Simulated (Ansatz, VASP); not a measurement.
## AlP: VASP beside Ansatz

INCAR

```
  PREC = Accurate
  ENCUT = 500
  EDIFF = 1E-6
  ISMEAR = 0
  SIGMA = 0.02
  LREAL = False
  LASPH = True
  NELM = 120
  ALGO = Normal
  ISIF = 2
  LWAVE = False
  LCHARG = True
  GGA = PE
  LELF = True
  LVHAR = True
  NBANDS = 11
  GGA_COMPAT = False
```

The input KPOINTS:

```
Automatic mesh
0
Gamma
  8 8 8
```

Contents of POSCAR:

```
AlP
1.0
    0.0000000000      2.7806637401      2.7806637401
    2.7806637401      0.0000000000      2.7806637401
    2.7806637401      2.7806637401      0.0000000000
Al P
1 1
Direct
    0.0000000000      0.0000000000      0.0000000000
    0.2500000000      0.2500000000      0.2500000000
```

Input for Ansatz:

```yaml
crystal:
  lattice:
    - [0.0, 2.7806637401, 2.7806637401]
    - [2.7806637401, 0.0, 2.7806637401]
    - [2.7806637401, 2.7806637401, 0.0]
  atoms:
    - { symbol: Al, position: [0.0, 0.0, 0.0] }
    - { symbol: P, position: [0.25, 0.25, 0.25] }
basis:
  ecutwfc: 420
kpoints:
  mp_grid: { grid: [8, 8, 8] }
hamiltonian:
  xc: pbe
scf:
  occupations: { method: gaussian, width: 0.02 }
output:
  forces: true
  stress: true
  eigenvalues: true
```

Alike in both runs: task single point; functional PBE; k mesh 8 × 8 × 8; occupations gaussian, width 0.02 eV; no spin polarisation.

|  | VASP | Ansatz |
| --- | --- | --- |
| version | VASP 6.6.1 | Ansatz 0.2.0 |
| potentials or method | VASP PAW PBE potentials, release 64 (Al, P), cutoff 500 eV | scalar-relativistic, plane waves, PAW |
| valence electrons in the cell | 8 | 8 |

|  | VASP | Ansatz | Ansatz less VASP |
| --- | --- | --- | --- |
| gap on the k mesh at the Fermi level (eV) | 1.68 | 1.69 | +0.002 |
| least direct gap on the mesh (eV) | 2.84 | 2.84 | +0.003 |
| pressure (GPa) | -2.3 | -2.3 | +0.08 |

The functional is the same, so the differences come from potentials, cutoffs and numerics.
